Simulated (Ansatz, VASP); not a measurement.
## Two plane-wave programs on TiPt3

```
Ti Pt
1.0
     3.94677    0.00000    0.00000
     0.00000    3.94677    0.00000
     0.00000    0.00000    3.94677
Ti Pt
1 3
Direct
  0.00000 0.00000 0.00000
  0.00000 0.50000 0.50000
  0.50000 0.00000 0.50000
  0.50000 0.50000 0.00000
```

Alike in both runs: functional r2SCAN; k mesh 9 × 9 × 9; occupations fermi-dirac, width 0.1 eV; no spin polarisation.

Ansatz relaxed the structure, and its values are those at the end. VASP's run is a single point on that final structure, the one shown.

```csv
,VASP,Ansatz
version,VASP 6.6.1,Ansatz 0.2.0
potentials or method,"VASP PAW PBE potentials, release 64 (Ti_sv, Pt), cutoff 520 eV",PAW plane waves
valence electrons in the cell,42,66
```

VASP gave:

* pressure (GPa): -4.2

Question: Which values does Ansatz return?

Answer: Pressure (GPa): -4.8.

VASP's potentials were made for PBE, not for r2SCAN. VASP's potentials hold 42 valence electrons a cell and Ansatz's 66, so a difference there can come from the potentials and not from the codes. Ansatz's warnings: stress scf threshold loose.

Spin-orbit coupling is off throughout.
